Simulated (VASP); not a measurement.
TlCrF4:

```
CELL_PARAMETERS angstrom
-3.05538 3.05538 2.51356
3.05538 -3.05538 2.51356
3.05538 3.05538 -2.51356
ATOMIC_POSITIONS crystal
Cr 0.50000 0.50000 0.00000
Tl 0.00000 0.00000 0.00000
F 0.00000 0.31524 0.31524
F 0.00000 0.68476 0.68476
F 0.31524 0.00000 0.31524
F 0.68476 0.00000 0.68476
```

The cell was built from a structure type or drawn by symmetry, and may not be a known phase.

| Property | Result |
| --- | --- |
| Program | VASP 6.6.1 |
| Task | relaxation of cell and atoms |
| Functional | PBE |
| Potentials or basis | VASP PAW PBE potentials, release 64 (Cr_pv, Tl_d, F) |
| Cutoff | 600 eV |
| k mesh | 3 × 3 × 3 |
| Occupations | gaussian, width 0.15 eV |
| Spin | collinear spin, ferromagnetic start |
| Starting moments | [3.0, 0.0, 0.0, 0.0, 0.0, 0.0] μB |

At the start: pressure 26.2 GPa; volume 15.64 Å³/atom.

Task: How do energy, volume and symmetry change on relaxing?

Result: Over 9 steps the energy falls by 372.5 meV/atom and the volume is 21.31 Å³/atom (+36.2 %); space group I4/mmm (No. 139, to 0.1 Å) before and after; moment 4.97 μB per cell.

Step by step:
```csv
step,energy change (eV),largest force (eV/Å),pressure (GPa),volume (Å³)
1,0.0000,3.5823,26.18,93.86
2,-0.5265,1.7654,-5.77,133.02
3,-1.5690,0.9156,2.38,110.83
4,-1.5709,0.8608,2.70,110.37
5,-2.0418,0.5498,0.73,118.58
6,-2.2187,0.2694,-0.40,126.44
7,-2.2306,0.1768,-0.73,129.05
8,-2.2304,0.1814,0.79,126.69
9,-2.2352,0.0042,0.01,127.87
```

Final structure:
```yaml
crystal:
  lattice:
    - [-3.23926, 3.23926, 3.04654]
    - [3.23926, -3.23926, 3.04654]
    - [3.23926, 3.23926, -3.04654]
  atoms:
    - { symbol: Cr, position: [0.50000, 0.50000, 0.00000] }
    - { symbol: Tl, position: [0.00000, 0.00000, 0.00000] }
    - { symbol: F, position: [0.00000, 0.32177, 0.32177] }
    - { symbol: F, position: [0.00000, 0.67823, 0.67823] }
    - { symbol: F, position: [0.32177, 0.00000, 0.32177] }
    - { symbol: F, position: [0.67823, 0.00000, 0.67823] }
```

Caveat: the k points lie up to 0.47 Å⁻¹ apart in the final cell; the volume moved by over 15 % at a fixed basis, so the end points are rough; a cell with one magnetic atom can't hold antiferromagnetic order, which such compounds often take.
